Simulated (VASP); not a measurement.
# Ir (Pm-3m) in VASP: single point with PBEsol

Aim: the single point of Ir with PBEsol.

Program: VASP 6.6.1. These are calculated values, not measurements. Logs are shortened: lines on timing, memory, paths and dates and some standing lists are left out, and cuts for length are marked.

### Step 1. The cell of the first run

The structure is cubic, space group Pm-3m (No. 221). Conventional cell: a = 2.535 Å, b = 2.535 Å, c = 2.535 Å, α = 90.00°, β = 90.00°, γ = 90.00°. Ir (site symmetry m-3m) has 6 Ir at 2.53 Å within 3.3 Å.

### Step 2. Single point, PBEsol

Input file INCAR:

```
ALGO = Normal ; EDIFF = 1E-6
ENCUT = 520 ; GGA = PS
ISIF = 2 ; ISMEAR = -1
LASPH = True ; LCHARG = False
LREAL = False ; LWAVE = False
NBANDS = 10 ; NELM = 80
PREC = Accurate ; SIGMA = 0.13605693000000002
```

Input file KPOINTS:

```
k-points
0
Gamma
  13 13 13
```

Input file POSCAR:

```
Ir
1.0
    2.5348713345      0.0000000000      0.0000000000
    0.0000000000      2.5348713345      0.0000000000
    0.0000000000      0.0000000000      2.5348713345
Ir
1
Direct
    0.0000000000      0.0000000000      0.0000000000
```

Potentials or basis: VASP PAW PBE potentials, release 64 (Ir).

The run is started by

```sh
$ cat potpaw_PBE.64/Ir/POTCAR > POTCAR
$ mpirun -np 1 vasp_std > vasp.out
```

OUTCAR:

```text
EDIFF = 1E-6
   ENCUT = 520
   GGA = PS
   ISIF = 2
   ISMEAR = -1
   LASPH = True
   LREAL = False
   NELM = 80
   PREC = Accurate

 ion  position               nearest neighbor table
   1  0.000  0.000  0.000-

  LATTYP: Found a simple cubic cell.
 ALAT       =     2.5348713345

  Lattice vectors:

 A1 = (   2.5348713345,   0.0000000000,   0.0000000000)
 A2 = (   0.0000000000,   2.5348713345,   0.0000000000)
 A3 = (   0.0000000000,   0.0000000000,   2.5348713345)

Analysis of symmetry for initial positions (statically):
=====================================================================
 Subroutine PRICEL returns:
 Original cell was already a primitive cell.

 Routine SETGRP: Setting up the symmetry group for a
 simple cubic supercell.

 Subroutine GETGRP returns: Found 48 space group operations
 (whereof 48 operations were pure point group operations)
 out of a pool of 48 trial point group operations.

The static configuration has the point symmetry O_h .

Analysis of symmetry for dynamics (positions and initial velocities):
=====================================================================
 Subroutine PRICEL returns:
 Original cell was already a primitive cell.

 Routine SETGRP: Setting up the symmetry group for a
 simple cubic supercell.

 Subroutine GETGRP returns: Found 48 space group operations
 (whereof 48 operations were pure point group operations)
 out of a pool of 48 trial point group operations.

The dynamic configuration has the point symmetry O_h .

 Subroutine INISYM returns: Found 48 space group operations
 (whereof 48 operations are pure point group operations),
 and found     1 'primitive' translations

----------------------------------------------------------------------------------------

                                     Primitive cell

  volume of cell :      16.2880

  direct lattice vectors                    reciprocal lattice vectors
     2.534871335  0.000000000  0.000000000     0.394497341  0.000000000  0.000000000
     0.000000000  2.534871335  0.000000000     0.000000000  0.394497341  0.000000000
     0.000000000  0.000000000  2.534871335     0.000000000  0.000000000  0.394497341

  length of vectors
     2.534871335  2.534871335  2.534871335     0.394497341  0.394497341  0.394497341

  position of ions in fractional coordinates (direct lattice)
     0.000000000  0.000000000  0.000000000

  ion indices of the primitive-cell ions
   primitive index   ion index
                 1           1

----------------------------------------------------------------------------------------

 KPOINTS: k-points

Automatic generation of k-mesh.
 Grid dimensions read from file:
 generate k-points for:   13   13   13

 Generating k-lattice:

  Cartesian coordinates                     Fractional coordinates (reciprocal lattice)
     0.030345949  0.000000000  0.000000000     0.076923077  0.000000000  0.000000000
     0.000000000  0.030345949  0.000000000     0.000000000  0.076923077  0.000000000
     0.000000000  0.000000000  0.030345949     0.000000000  0.000000000  0.076923077

  Length of vectors
     0.030345949  0.030345949  0.030345949

  Shift w.r.t. Gamma in fractional coordinates (k-lattice)
     0.000000000  0.000000000  0.000000000

 Subroutine IBZKPT returns following result:
 ===========================================

 Found     84 irreducible k-points:

 Following reciprocal coordinates:
            Coordinates               Weight
  0.000000  0.000000  0.000000      1.000000
  0.076923  0.000000  0.000000      6.000000
  0.153846  0.000000  0.000000      6.000000
  0.230769  0.000000  0.000000      6.000000
  0.307692  0.000000  0.000000      6.000000
  0.384615  0.000000  0.000000      6.000000
[... 16 lines left out ...]
  0.307692  0.307692  0.000000     12.000000
  0.384615  0.307692  0.000000     24.000000
 [... further k-points ...]
   k-points           NKPTS =     84   k-points in BZ     NKDIM =     84   number of bands    NBANDS=     10
   number of dos      NEDOS =    301   number of ions     NIONS =      1
   total plane-waves  NPLWV =   8000
   dimension x,y,z NGX =    20 NGY =   20 NGZ =   20
   dimension x,y,z NGXF=    40 NGYF=   40 NGZF=   40
   ions per type =               1
   NGX,Y,Z   is equivalent  to a cutoff of  13.12, 13.12, 13.12 a.u.
   NGXF,Y,Z  is equivalent  to a cutoff of  26.23, 26.23, 26.23 a.u.
 SYSTEM =  unknown system
   PREC   = accura    normal or accurate (medium, high low for compatibility)
   ISTART =      0    job   : 0-new  1-cont  2-samecut
   ICHARG =      2    charge: 1-file 2-atom 10-const
   ISPIN  =      1    spin polarized calculation?
   LNONCOLLINEAR =      F non collinear calculations
   LSORBIT =      F    spin-orbit coupling
   LASPH  =      T    aspherical Exc in radial PAW
   ENCUT  =  520.0 eV  38.22 Ry    6.18 a.u.   4.71  4.71  4.71*2*pi/ulx,y,z
   NELM   =     80;   NELMIN=  2; NELMDL= -5     # of ELM steps
   EDIFF  = 0.1E-05   stopping-criterion for ELM
   LREAL  =      F    real-space projection
   EDIFFG = 0.1E-04   stopping-criterion for IOM
   NSW    =      0    number of steps for IOM
   IBRION =     -1    ionic relax: 0-MD 1-quasi-New 2-CG
   NFREE  =      0    steps in history (QN), initial steepest desc. (CG)
   ISIF   =      2    stress and relaxation
   ISYM   =      2    0-nonsym 1-usesym 2-fastsym
   POTIM  = 0.5000    time-step for ionic-motion
   TEBEG  =    0.0;   TEEND  =   0.0 temperature during run
   PSTRESS=    0.0 pullay stress
   NELECT =       9.0000    total number of electrons
   NUPDOWN=      -1.0000    fix difference up-down
   EMIN   =  10.00;   EMAX   =-10.00  energy-range for DOS
   EFERMI =   0.00;   METHOD = LEGACY
   ISMEAR =    -1;   SIGMA  =   0.14  broadening in eV -4-tet -1-fermi 0-gaus
   EFERMI_NEDOS =   21; number of points for ismear=-14 and -15
   IALGO  =     38    algorithm
   IMIX   =      4    mixing-type and parameters
     AMIX     =   0.40;   BMIX     =  1.00
     AMIX_MAG =   1.60;   BMIX_MAG =  1.00
  volume/ion in A,a.u.               =      16.29       109.92
  Fermi-wavevector in a.u.,A,eV,Ry     =   1.343383  2.538625 24.554122  1.804677
  Thomas-Fermi vector in A             =   2.471461
   LORBIT       =      0    0 simple, 1 ext, 2 COOP (PROOUT), +10 PAW based schemes
   GGA     = PS    functional components
   LHFCALC =     F    Hartree Fock is set to
   AEXX    =    0.0000 exact exchange contribution
   IVDW    =     0    specifies the selected vdW correction
   LEPSILON=     F    determine dielectric tensor
   LRPA    =     F    only Hartree local field effects (RPA)
 non-spin polarized calculation
  energy-cutoff  :      520.00
  volume of cell :       16.29
 maximum number of plane-waves:       461
 NGX is ok and might be reduce to    20
   NGX =  9   NGY =  9   NGZ =  9

 number of electron       9.0000002 magnetization

 Free energy of the ion-electron system (eV)
  ---------------------------------------------------
  ext. energy  EPLUGINS =         0.00000000
  ---------------------------------------------------
  free energy    TOTEN  =        -8.76877987 eV

  energy without entropy =       -8.67660953  energy(sigma->0) =       -8.72269470

 E-fermi :   7.8511     XC(G=0): -13.1271

 val. band max:        7.8508540261   @ k =   0.2308   0.2308   0.0000
 cond. band min:       7.8613013054   @ k =   0.2308   0.2308   0.0769
 fundamental gap:      0.0104472792
 Fermi energy:         7.8511376260

 k-point     1 :       0.0000    0.0000    0.0000
  band No.  band energies     occupation
      1      -1.6621      2.00000
      2       1.5683      2.00000
      3       1.5683      2.00000
      4       9.2693      0.00006
      5       9.2693      0.00006
      6       9.2693      0.00006
      7      23.6893      0.00000
      8      23.6893      0.00000
      9      23.6893      0.00000
     10      29.7763      0.00000

 k-point     2 :       0.0769    0.0000    0.0000
  band No.  band energies     occupation
      1      -1.4727      2.00000
      2       1.6088      2.00000
      3       1.7570      2.00000
      4       9.0521      0.00029
      5       9.0521      0.00029
      6       9.2859      0.00005
      7      22.5078      0.00000
      8      24.0503      0.00000
      9      24.0503      0.00000
     10      30.5313      0.00000

 k-point     3 :       0.1538    0.0000    0.0000
  band No.  band energies     occupation
      1      -0.9620      2.00000
      2       1.7230      2.00000
      3       2.3369      2.00000
      4       8.4937      0.01762
      5       8.4937      0.01762
      6       9.3321      0.00004
      7      20.2973      0.00000
      8      25.0247      0.00000
      9      25.0247      0.00000
     10      29.3878      0.00000

 k-point     4 :       0.2308    0.0000    0.0000
  band No.  band energies     occupation
      1      -0.2762      2.00000
      2       1.8890      2.00000
      3       3.3137      2.00000
      4       7.7916      1.21538
      5       7.7916      1.21538
      6       9.3979      0.00002
      7      18.0967      0.00000
      8      26.3736      0.00000
      9      26.3736      0.00000
     10      27.4956      0.00000
[... 222 lines left out ...]
 k-point    22 :       0.4615    0.2308    0.0000
  band No.  band energies     occupation
      1       2.2455      2.00000
      2       2.9529      2.00000
      3       4.7003      2.00000
      4       6.5957      1.99980
      5       8.2438      0.10568
      6       9.8416      0.00000
      7      14.3563      0.00000
      8      24.0593      0.00000
      9      25.3456      0.00000
     10      27.8725      0.00000

 k-point    23 :       0.3077    0.3077    0.0000
  band No.  band energies     occupation
      1       1.8770      2.00000
      2       2.8854      2.00000
      3       6.0293      2.00000
      4       7.0736      1.99343
      5       7.3588      1.94777
      6       7.5792      1.76137
      7      17.7563      0.00000
      8      20.4060      0.00000
      9      26.6495      0.00000
     10      31.7459      0.00000

 k-point    24 :       0.3846    0.3077    0.0000
  band No.  band energies     occupation
      1       2.0752      2.00000
      2       2.6016      2.00000
      3       6.5089      1.99990
      4       6.9781      1.99674
      5       7.5809      1.75861
      6       8.7524      0.00265
      7      16.1422      0.00000
      8      21.1042      0.00000
      9      25.5935      0.00000
     10      29.9598      0.00000

 [... further k-points ...]
[... 5 lines left out ...]
  --------------------------------------------------------------------------------------
  -------------------------------------------------------------------------------------
  Total        0.3363990      0.3363990      0.3363990     -0.0000000     -0.0000000     -0.0000000
  in kB       33.0900565     33.0900565     33.0900565     -0.0000000     -0.0000000     -0.0000000
  external PRESSURE =      33.0900565 kB  Pullay stress =       0.0000000 kB

 VOLUME and BASIS-vectors are now :
 -----------------------------------------------------------------------------
  energy-cutoff  :      520.00
  volume of cell :       16.29
      direct lattice vectors                 reciprocal lattice vectors
     2.534871335  0.000000000  0.000000000     0.394497341  0.000000000  0.000000000
     0.000000000  2.534871335  0.000000000     0.000000000  0.394497341  0.000000000
     0.000000000  0.000000000  2.534871335     0.000000000  0.000000000  0.394497341

 POSITION                                       TOTAL-FORCE (eV/Angst)
 -----------------------------------------------------------------------------------
      0.00000      0.00000      0.00000         0.000000      0.000000      0.000000
 -----------------------------------------------------------------------------------
    total drift:                               -0.000000      0.000000      0.000000

  FREE ENERGIE OF THE ION-ELECTRON SYSTEM (eV)
  ---------------------------------------------------
  free  energy   TOTEN  =        -8.7687798714 eV

  energy  without entropy=       -8.6766095313  energy(sigma->0) =       -8.72269470
```

Wall time 6.1 s (1 thread of Intel Xeon 6975P-C, shared host); peak memory 0.14 GiB.

What came out:

```
Free energy : -8.7688 eV
Pressure    : 3.3 GPa
```

Levels at points of the mesh, in eV from the Fermi level:
| k point | band 1 | band 2 | band 3 | band 4 | band 5 | band 6 | band 7 | band 8 | band 9 | band 10 |
| --- | --- | --- | --- | --- | --- | --- | --- | --- | --- | --- |
| (0.00, 0.00, 0.00) | -9.51 | -6.28 | -6.28 | 1.42 | 1.42 | 1.42 | 15.84 | 15.84 | 15.84 | 21.93 |

Caveat: the PAW data sets were made with another functional, which shifts forces and pressure a little; spin-orbit coupling is left out, which moves the levels of the heavy elements.
